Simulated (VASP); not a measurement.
# Si7N (P-43m) in VASP: further runs

The runs below take Si7N through single point, relaxation of cell and atoms, with PBE.

Program: VASP 6.6.1. These are calculated values, not measurements. Logs are shortened: lines on timing, memory, paths and dates and some standing lists are left out, and cuts for length are marked.

**1. The cell of the first run**

The structure is cubic, space group P-43m (No. 215). The conventional cell has a = 5.194 Å, b = 5.194 Å, c = 5.194 Å, α = 90.00°, β = 90.00°, γ = 90.00°. Within 2.7 Å of Si (site symmetry 3m) lie 1 N at 2.03 Å and 3 Si at 2.33 Å. Within 3.1 Å of Si (site symmetry -42m) lie 4 Si at 2.33 Å. N (site symmetry -43m) has 4 Si at 2.03 Å within 2.7 Å.

The cell was built from a structure type or drawn by symmetry, and may not be a known phase.

**2. Single point, PBE**

INCAR reads:

```
SYSTEM = Si7N
  ALGO = Normal
  EDIFF = 1E-7
  ENCUT = 520
  GGA = PE
  ISIF = 2
  ISMEAR = 0
  LASPH = .TRUE.
  LCHARG = .FALSE.
  LREAL = .FALSE.
  LWAVE = .FALSE.
  NBANDS = 26
  NELM = 100
  PREC = Accurate
  SIGMA = 0.2
```

KPOINTS reads:

```
k-points
0
G
  3 3 3
  0 0 0
```

POSCAR reads:

```
Si7N
1.0
    5.1938963767      0.0000000000      0.0000000000
    0.0000000000      5.1938963767      0.0000000000
    0.0000000000      0.0000000000      5.1938963767
Si N
7 1
Direct
    0.2256516373      0.2256516373      0.2256516373
    0.0000000000      0.5000000000      0.5000000000
    0.5000000000      0.5000000000      0.0000000000
    0.5000000000      0.0000000000      0.5000000000
    0.7743483627      0.2256516373      0.7743483627
    0.7743483627      0.7743483627      0.2256516373
    0.2256516373      0.7743483627      0.7743483627
    0.0000000000      0.0000000000      0.0000000000
```

Potentials or basis: VASP PAW PBE potentials, release 64 (Si, N).

On the command line:

```console
> cat potpaw_PBE.64/Si/POTCAR potpaw_PBE.64/N/POTCAR > POTCAR
> mpirun -np 1 vasp_std > vasp.out
```

OUTCAR:

```text
SYSTEM = Si7N
   EDIFF = 1E-7
   ENCUT = 520
   GGA = PE
   ISIF = 2
   ISMEAR = 0
   LASPH = .TRUE.
   LREAL = .FALSE.
   NELM = 100
   PREC = Accurate

 ion  position               nearest neighbor table
   1  0.226  0.226  0.226-   8 2.03   3 2.33   4 2.33   2 2.33
   2  0.000  0.500  0.500-   1 2.33   5 2.33   6 2.33   7 2.33
   3  0.500  0.500  0.000-   1 2.33   5 2.33   6 2.33   7 2.33
   4  0.500  0.000  0.500-   1 2.33   5 2.33   6 2.33   7 2.33
   5  0.774  0.226  0.774-   8 2.03   3 2.33   4 2.33   2 2.33
   6  0.774  0.774  0.226-   8 2.03   3 2.33   4 2.33   2 2.33
   7  0.226  0.774  0.774-   8 2.03   3 2.33   4 2.33   2 2.33
   8  0.000  0.000  0.000-   1 2.03   5 2.03   6 2.03   7 2.03

  LATTYP: Found a simple cubic cell.
 ALAT       =     5.1938963767

  Lattice vectors:

 A1 = (   5.1938963767,   0.0000000000,   0.0000000000)
 A2 = (   0.0000000000,   5.1938963767,   0.0000000000)
 A3 = (   0.0000000000,   0.0000000000,   5.1938963767)

Analysis of symmetry for initial positions (statically):
=====================================================================
 Subroutine PRICEL returns:
 Original cell was already a primitive cell.

 Routine SETGRP: Setting up the symmetry group for a
 simple cubic supercell.

 Subroutine GETGRP returns: Found 24 space group operations
 (whereof 24 operations were pure point group operations)
 out of a pool of 48 trial point group operations.

The static configuration has the point symmetry T_d .

Analysis of symmetry for dynamics (positions and initial velocities):
=====================================================================
 Subroutine PRICEL returns:
 Original cell was already a primitive cell.

 Routine SETGRP: Setting up the symmetry group for a
 simple cubic supercell.

 Subroutine GETGRP returns: Found 24 space group operations
 (whereof 24 operations were pure point group operations)
 out of a pool of 48 trial point group operations.

The dynamic configuration has the point symmetry T_d .

 Subroutine INISYM returns: Found 24 space group operations
 (whereof 24 operations are pure point group operations),
 and found     1 'primitive' translations

----------------------------------------------------------------------------------------

                                     Primitive cell

  volume of cell :     140.1135

  direct lattice vectors                    reciprocal lattice vectors
     5.193896377  0.000000000  0.000000000     0.192533683  0.000000000  0.000000000
     0.000000000  5.193896377  0.000000000     0.000000000  0.192533683  0.000000000
     0.000000000  0.000000000  5.193896377     0.000000000  0.000000000  0.192533683

  length of vectors
     5.193896377  5.193896377  5.193896377     0.192533683  0.192533683  0.192533683

  position of ions in fractional coordinates (direct lattice)
     0.225651637  0.225651637  0.225651637
     0.000000000  0.500000000  0.500000000
     0.500000000  0.500000000  0.000000000
     0.500000000  0.000000000  0.500000000
     0.774348363  0.225651637  0.774348363
     0.774348363  0.774348363  0.225651637
     0.225651637  0.774348363  0.774348363
     0.000000000  0.000000000  0.000000000

  ion indices of the primitive-cell ions
   primitive index   ion index
                 1           1
                 2           2
                 3           3
                 4           4
                 5           5
                 6           6
                 7           7
                 8           8

----------------------------------------------------------------------------------------

 KPOINTS: k-points

Automatic generation of k-mesh.
 Grid dimensions read from file:
 generate k-points for:    3    3    3

 Generating k-lattice:

  Cartesian coordinates                     Fractional coordinates (reciprocal lattice)
     0.064177894  0.000000000  0.000000000     0.333333333  0.000000000  0.000000000
     0.000000000  0.064177894  0.000000000     0.000000000  0.333333333  0.000000000
     0.000000000  0.000000000  0.064177894     0.000000000  0.000000000  0.333333333

  Length of vectors
     0.064177894  0.064177894  0.064177894

  Shift w.r.t. Gamma in fractional coordinates (k-lattice)
     0.000000000  0.000000000  0.000000000

 Subroutine IBZKPT returns following result:
 ===========================================

 Found      4 irreducible k-points:

 Following reciprocal coordinates:
            Coordinates               Weight
  0.000000  0.000000  0.000000      1.000000
  0.333333  0.000000  0.000000      6.000000
  0.333333  0.333333  0.000000     12.000000
  0.333333  0.333333  0.333333      8.000000
   k-points           NKPTS =      4   k-points in BZ     NKDIM =      4   number of bands    NBANDS=     26
   number of dos      NEDOS =    301   number of ions     NIONS =      8
   total plane-waves  NPLWV =  64000
   dimension x,y,z NGX =    40 NGY =   40 NGZ =   40
   dimension x,y,z NGXF=    80 NGYF=   80 NGZF=   80
   ions per type =               7   1
   NGX,Y,Z   is equivalent  to a cutoff of  12.80, 12.80, 12.80 a.u.
   NGXF,Y,Z  is equivalent  to a cutoff of  25.61, 25.61, 25.61 a.u.
 SYSTEM =  Si7N
   PREC   = accura    normal or accurate (medium, high low for compatibility)
   ISTART =      0    job   : 0-new  1-cont  2-samecut
   ICHARG =      2    charge: 1-file 2-atom 10-const
   ISPIN  =      1    spin polarized calculation?
   LNONCOLLINEAR =      F non collinear calculations
   LSORBIT =      F    spin-orbit coupling
   LASPH  =      T    aspherical Exc in radial PAW
   ENCUT  =  520.0 eV  38.22 Ry    6.18 a.u.   9.66  9.66  9.66*2*pi/ulx,y,z
   NELM   =    100;   NELMIN=  2; NELMDL= -5     # of ELM steps
   EDIFF  = 0.1E-06   stopping-criterion for ELM
   LREAL  =      F    real-space projection
   EDIFFG = 0.1E-05   stopping-criterion for IOM
   NSW    =      0    number of steps for IOM
   IBRION =     -1    ionic relax: 0-MD 1-quasi-New 2-CG
   NFREE  =      0    steps in history (QN), initial steepest desc. (CG)
   ISIF   =      2    stress and relaxation
   ISYM   =      2    0-nonsym 1-usesym 2-fastsym
   POTIM  = 0.5000    time-step for ionic-motion
   TEBEG  =    0.0;   TEEND  =   0.0 temperature during run
   PSTRESS=    0.0 pullay stress
   NELECT =      33.0000    total number of electrons
   NUPDOWN=      -1.0000    fix difference up-down
   EMIN   =  10.00;   EMAX   =-10.00  energy-range for DOS
   EFERMI =   0.00;   METHOD = LEGACY
   ISMEAR =     0;   SIGMA  =   0.20  broadening in eV -4-tet -1-fermi 0-gaus
   EFERMI_NEDOS =   21; number of points for ismear=-14 and -15
   IALGO  =     38    algorithm
   IMIX   =      4    mixing-type and parameters
     AMIX     =   0.40;   BMIX     =  1.00
     AMIX_MAG =   1.60;   BMIX_MAG =  1.00
  volume/ion in A,a.u.               =      17.51       118.19
  Fermi-wavevector in a.u.,A,eV,Ry     =   1.011004  1.910520 13.906910  1.022129
  Thomas-Fermi vector in A             =   2.144027
   LORBIT       =      0    0 simple, 1 ext, 2 COOP (PROOUT), +10 PAW based schemes
   GGA     = PE    functional components
   LHFCALC =     F    Hartree Fock is set to
   AEXX    =    0.0000 exact exchange contribution
   IVDW    =     0    specifies the selected vdW correction
   LEPSILON=     F    determine dielectric tensor
   LRPA    =     F    only Hartree local field effects (RPA)
 non-spin polarized calculation
 Gauss-broadening in eV      SIGMA  =   0.20
  energy-cutoff  :      520.00
  volume of cell :      140.11
 maximum number of plane-waves:      3791
 NGX is ok and might be reduce to    40
   NGX = 19   NGY = 19   NGZ = 19

 number of electron      32.9999994 magnetization

 Free energy of the ion-electron system (eV)
  ---------------------------------------------------
  ext. energy  EPLUGINS =         0.00000000
  ---------------------------------------------------
  free energy    TOTEN  =       -45.13172478 eV

  energy without entropy =      -45.10686069  energy(sigma->0) =      -45.11929274

 E-fermi :   6.6463     XC(G=0):  -9.8063

 val. band max:        6.5576617269   @ k =   0.3333   0.0000   0.0000
 cond. band min:       6.8618778784   @ k =   0.0000   0.0000   0.0000
 fundamental gap:      0.3042161516
 Fermi energy:         6.6462552159

 k-point     1 :       0.0000    0.0000    0.0000
  band No.  band energies     occupation
      1      -9.7246      2.00000
      2      -4.8081      2.00000
      3      -1.8517      2.00000
      4      -1.8517      2.00000
      5      -1.8517      2.00000
      6      -1.2895      2.00000
      7      -1.2895      2.00000
      8       1.8776      2.00000
      9       1.8776      2.00000
     10       1.8776      2.00000
     11       3.6007      2.00000
     12       3.6007      2.00000
     13       3.6007      2.00000
     14       5.5269      2.00000
     15       6.3409      1.96915
     16       6.3409      1.96915
     17       6.3409      1.96915
     18       6.8619      0.12734
     19       6.8619      0.12734
     20       7.3061      0.00000
     21       7.3061      0.00000
     22       7.3061      0.00000
     23       9.3149      0.00000
     24       9.3149      0.00000
     25       9.3149      0.00000
     26      10.3901      0.00000

 k-point     2 :       0.3333    0.0000    0.0000
  band No.  band energies     occupation
      1      -9.6734      2.00000
      2      -4.7482      2.00000
      3      -3.1628      2.00000
      4      -1.6933      2.00000
      5      -1.6933      2.00000
      6      -1.0803      2.00000
      7       0.5229      2.00000
      8       1.5173      2.00000
      9       1.5173      2.00000
     10       1.7227      2.00000
     11       2.4707      2.00000
     12       3.4913      2.00000
     13       3.4913      2.00000
     14       4.3132      2.00000
     15       5.3862      2.00000
     16       5.3862      2.00000
     17       6.5577      1.46898
     18       7.6160      0.00000
     19       8.2063      0.00000
     20       8.7852      0.00000
     21       8.9541      0.00000
     22       8.9541      0.00000
     23       9.2922      0.00000
     24      10.7587      0.00000
     25      10.7587      0.00000
     26      11.2372      0.00000

 k-point     3 :       0.3333    0.3333    0.0000
  band No.  band energies     occupation
      1      -9.6332      2.00000
      2      -4.4289      2.00000
      3      -3.5510      2.00000
      4      -2.6339      2.00000
      5      -1.3235      2.00000
      6      -0.3390      2.00000
      7       0.3164      2.00000
      8       0.8702      2.00000
      9       1.8792      2.00000
     10       1.9710      2.00000
     11       2.2870      2.00000
     12       3.3311      2.00000
     13       3.6300      2.00000
     14       4.2244      2.00000
     15       4.3406      2.00000
     16       5.8774      2.00000
     17       7.0833      0.00200
     18       7.9935      0.00000
     19       8.8584      0.00000
     20       9.1758      0.00000
     21       9.3160      0.00000
     22       9.8977      0.00000
     23      10.6020      0.00000
     24      10.6834      0.00000
     25      11.2492      0.00000
     26      11.5270      0.00000

 k-point     4 :       0.3333    0.3333    0.3333
  band No.  band energies     occupation
      1      -9.6017      2.00000
      2      -4.0936      2.00000
      3      -3.2298      2.00000
      4      -3.2298      2.00000
      5      -1.0486      2.00000
      6      -0.8823      2.00000
      7      -0.8823      2.00000
      8       0.2765      2.00000
      9       2.0742      2.00000
     10       2.5571      2.00000
     11       2.5571      2.00000
     12       4.0564      2.00000
     13       4.0564      2.00000
     14       4.8203      2.00000
     15       5.7972      2.00000
     16       5.7972      2.00000
     17       5.9592      2.00000
     18       8.7107      0.00000
     19       8.7107      0.00000
     20       8.7293      0.00000
     21       9.6646      0.00000
     22       9.7817      0.00000
     23       9.7817      0.00000
     24      11.0473      0.00000
     25      11.0473      0.00000
     26      11.6071      0.00000

------------------------ aborting loop because EDIFF is reached ----------------------------------------

  FORCE on cell =-STRESS in cart. coord.  units (eV):
  Direction    XX          YY          ZZ          XY          YZ          ZX
  --------------------------------------------------------------------------------------
  -------------------------------------------------------------------------------------
  Total       -0.2046583     -0.2046583     -0.2046583      0.0000000     -0.0000000     -0.0000000
  in kB       -2.3402382     -2.3402382     -2.3402382      0.0000000     -0.0000000     -0.0000000
  external PRESSURE =      -2.3402382 kB  Pullay stress =       0.0000000 kB

 VOLUME and BASIS-vectors are now :
 -----------------------------------------------------------------------------
  energy-cutoff  :      520.00
  volume of cell :      140.11
      direct lattice vectors                 reciprocal lattice vectors
     5.193896377  0.000000000  0.000000000     0.192533683  0.000000000  0.000000000
     0.000000000  5.193896377  0.000000000     0.000000000  0.192533683  0.000000000
     0.000000000  0.000000000  5.193896377     0.000000000  0.000000000  0.192533683

 POSITION                                       TOTAL-FORCE (eV/Angst)
 -----------------------------------------------------------------------------------
      1.17201      1.17201      1.17201        -0.009853     -0.009853     -0.009853
      0.00000      2.59695      2.59695         0.000000      0.000000      0.000000
      2.59695      2.59695      0.00000        -0.000000      0.000000     -0.000000
      2.59695      0.00000      2.59695         0.000000      0.000000     -0.000000
      4.02189      1.17201      4.02189         0.009853     -0.009853      0.009853
      4.02189      4.02189      1.17201         0.009853      0.009853     -0.009853
      1.17201      4.02189      4.02189        -0.009853      0.009853      0.009853
      0.00000      0.00000      0.00000         0.000000      0.000000      0.000000
 -----------------------------------------------------------------------------------
    total drift:                               -0.000000     -0.000000      0.000000

  FREE ENERGIE OF THE ION-ELECTRON SYSTEM (eV)
  ---------------------------------------------------
  free  energy   TOTEN  =       -45.1317247839 eV

  energy  without entropy=      -45.1068606874  energy(sigma->0) =      -45.11929274
```

Run time: 19 s. Hardware: 1 thread of Intel Xeon Platinum 8259CL at 2.50GHz (Skylake/Cascade Lake), shared host; peak memory 0.23 GiB.

Results:

```yaml
Free_energy: -45.1317 eV
Pressure: -0.2 GPa
Largest_force: 0.017 eV/Å
Band_gap_on_the_k_mesh: zero (an odd number of electrons rules out a gap without spin polarisation)
```

Forces in eV/Å, atoms in the order of the input:
```
Si  -0.010 -0.010 -0.010
Si   0.000  0.000  0.000
Si   0.000  0.000  0.000
Si   0.000  0.000  0.000
Si   0.010 -0.010  0.010
Si   0.010  0.010 -0.010
Si  -0.010  0.010  0.010
N    0.000  0.000  0.000
```

Levels at points of the mesh, in eV from the Fermi level:
| k point | band 14 | band 15 | band 16 | band 17 | band 18 | band 19 | band 20 | band 21 |
| --- | --- | --- | --- | --- | --- | --- | --- | --- |
| (0.00, 0.00, 0.00) | -1.12 | -0.31 | -0.31 | -0.31 | 0.22 | 0.22 | 0.66 | 0.66 |

Caveat: the k points lie up to 0.40 Å⁻¹ apart, too coarse for converged energies and pressures of a metal.

(Part 1 of 2 ends here.)
